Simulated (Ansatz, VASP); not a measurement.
BP: VASP beside Ansatz

Contents of INCAR:

```
SYSTEM = BP
PREC     = Accurate       ! precision mode
ENCUT    = 500            ! plane-wave cutoff, eV
EDIFF    = 1E-6           ! SCF threshold, eV
ISMEAR   = 0              ! smearing method
SIGMA    = 0.02           ! smearing width, eV
LREAL    = .FALSE.        ! projectors in reciprocal space
LASPH    = .TRUE.         ! aspherical terms in the spheres
NELM     = 120            ! most SCF steps
ALGO     = Normal         ! electronic algorithm
ISIF     = 2              ! what is computed and relaxed
LWAVE    = .FALSE.        ! write WAVECAR
LCHARG   = .FALSE.        ! write CHGCAR
GGA      = PE             ! functional
NBANDS   = 11             ! bands
GGA_COMPAT= .FALSE.
```

The input KPOINTS:

```
regular mesh
0
G
  10 10 10
  0 0 0
```

Contents of POSCAR:

```
BP
1.0
    0.0000000000      2.2741219923      2.2741219923
    2.2741219923      0.0000000000      2.2741219923
    2.2741219923      2.2741219923      0.0000000000
B P
1 1
Direct
    0.0000000000      0.0000000000      0.0000000000
    0.2500000000      0.2500000000      0.2500000000
```

Input for Ansatz:

```yaml
crystal:
  lattice:
    - [0.0, 2.2741219923, 2.2741219923]
    - [2.2741219923, 0.0, 2.2741219923]
    - [2.2741219923, 2.2741219923, 0.0]
  atoms:
    - { symbol: B, position: [0.0, 0.0, 0.0] }
    - { symbol: P, position: [0.25, 0.25, 0.25] }
basis:
  ecutwfc: 600.0
kpoints:
  mp_grid: { grid: [10, 10, 10] }
  band_path:
    path:
      - [[0.0, 0.0, 0.0], [-0.5, -0.5, 0.0], [-0.375, -0.375, 0.25]]
      - [[-0.375, 0.0, 0.375], [0.0, 0.0, 0.0], [0.0, 0.0, 0.5], [-0.5, -0.25, 0.25], [-0.5, -0.5, 0.0]]
    npoints: 10
hamiltonian:
  xc: pbe
  pseudopotentials: { kind: paw, azcp: { folder: soft_1 } }
scf:
  occupations: { method: gaussian, width: 0.02 }
  n_extra_bands: 7
output:
  forces: true
  stress: true
  eigenvalues: true
```

Alike in both runs: task single point; functional PBE; k mesh 10 × 10 × 10; occupations gaussian, width 0.02 eV; no spin polarisation.

```csv
,VASP,Ansatz
version,VASP 6.6.1,Ansatz 0.2.0
potentials or method,"VASP PAW PBE potentials, release 64 (B, P), cutoff 500 eV","scalar-relativistic, plane waves, PAW"
valence electrons in the cell,8,8
```

|  | VASP | Ansatz | Ansatz less VASP |
| --- | --- | --- | --- |
| gap on the k mesh at the Fermi level (eV) | 1.25 | 1.25 | +0.004 |
| least direct gap on the mesh (eV) | 3.39 | 3.39 | +0.004 |
| pressure (GPa) | -0.2 | 0.0 | +0.21 |
